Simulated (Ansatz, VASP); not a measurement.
# Ni in VASP and in Ansatz

The input POSCAR:

```
Ni
1.0
    0.0000000000      1.7683500000      1.7683500000
    1.7683500000      0.0000000000      1.7683500000
    3.5367000000      3.5367000000      0.0000000000
Ni
2
Direct
    0.0000000000      0.0000000000      0.0000000000
    0.0000000000      0.0000000000      0.5000000000
```

INCAR.step1

```
SYSTEM = Ni
PREC     = Accurate       ! precision mode
ENCUT    = 520            ! plane-wave cutoff, eV
ISMEAR   = 0              ! smearing method
SIGMA    = 0.1            ! smearing width, eV
LREAL    = .False.        ! projectors in reciprocal space
LASPH    = .True.         ! aspherical terms in the spheres
NELM     = 150            ! most SCF steps
ISPIN    = 2              ! spin polarisation
MAGMOM   = 2 2            ! initial moments
LMAXMIX  = 4              ! l up to which the mixer works
NBANDS   = 21             ! bands
GGA      = PE             ! functional
ALGO     = Normal         ! electronic algorithm
EDIFF    = 1E-4           ! SCF threshold, eV
LWAVE    = .True.         ! write WAVECAR
LCHARG   = .False.        ! write CHGCAR
```

Contents of INCAR.step2:

```
SYSTEM = Ni
PREC     = Accurate       ! precision mode
ENCUT    = 520            ! plane-wave cutoff, eV
EDIFF    = 1E-7           ! SCF threshold, eV
ISMEAR   = 0              ! smearing method
SIGMA    = 0.1            ! smearing width, eV
LREAL    = .False.        ! projectors in reciprocal space
LASPH    = .True.         ! aspherical terms in the spheres
NELM     = 150            ! most SCF steps
ALGO     = Normal         ! electronic algorithm
ISIF     = 2              ! what is computed and relaxed
LWAVE    = .False.        ! write WAVECAR
LCHARG   = .False.        ! write CHGCAR
ISPIN    = 2              ! spin polarisation
MAGMOM   = 2 2            ! initial moments
LORBIT   = 11             ! projections on sites
LMAXMIX  = 4              ! l up to which the mixer works
METAGGA  = R2SCAN         ! meta-GGA
LMIXTAU  = .True.       
NBANDS   = 21             ! bands
ISTART   = 1
```

The input KPOINTS:

```
regular mesh
0
Gamma
  14 14 7
  0 0 0
```

Input for Ansatz:

```yaml
crystal:
  lattice:
    - [0.0, 1.76835, 1.76835]
    - [1.76835, 0.0, 1.76835]
    - [3.5367, 3.5367, 0.0]
  atoms:
    - { symbol: Ni, position: [0.0, 0.0, 0.0], spin: 2.0 }
    - { symbol: Ni, position: [0.0, 0.0, 0.5], spin: 2.0 }
magnetization:
  spin_polarized: true
hamiltonian:
  xc: r2scan
  pseudopotentials: { kind: paw }
basis:
  ecutwfc: 500
kpoints:
  mp_grid: { grid: [14, 14, 7] }
scf:
  occupations: { method: gaussian, width: 0.1 }
output:
  forces: true
  stress: true
```

Alike in both runs: task single point; functional r2SCAN; k mesh 14 × 14 × 7; occupations gaussian, width 0.1 eV; collinear spin.

|  | VASP | Ansatz |
| --- | --- | --- |
| version | VASP 6.6.1 | Ansatz 0.2.0 |
| potentials or method | VASP PAW PBE potentials, release 64 (Ni), cutoff 520 eV | PAW, plane waves, scalar-relativistic |
| valence electrons in the cell | 20 | 36 |

```csv
,VASP,Ansatz,Ansatz less VASP
pressure (GPa),-9.1,-9.6,-0.47
net moment per atom (μB),0.75,0.76,+0.009
size of the moment on the site where the two differ most (μB),0.78,0.83,+0.054
```

VASP's potentials were made for PBE, not for r2SCAN. Site moments also hang on the region over which each program counts them. VASP's potentials hold 20 valence electrons a cell and Ansatz's 36, so a difference there can come from the potentials and not from the codes. Ansatz's warnings: stability check not made.
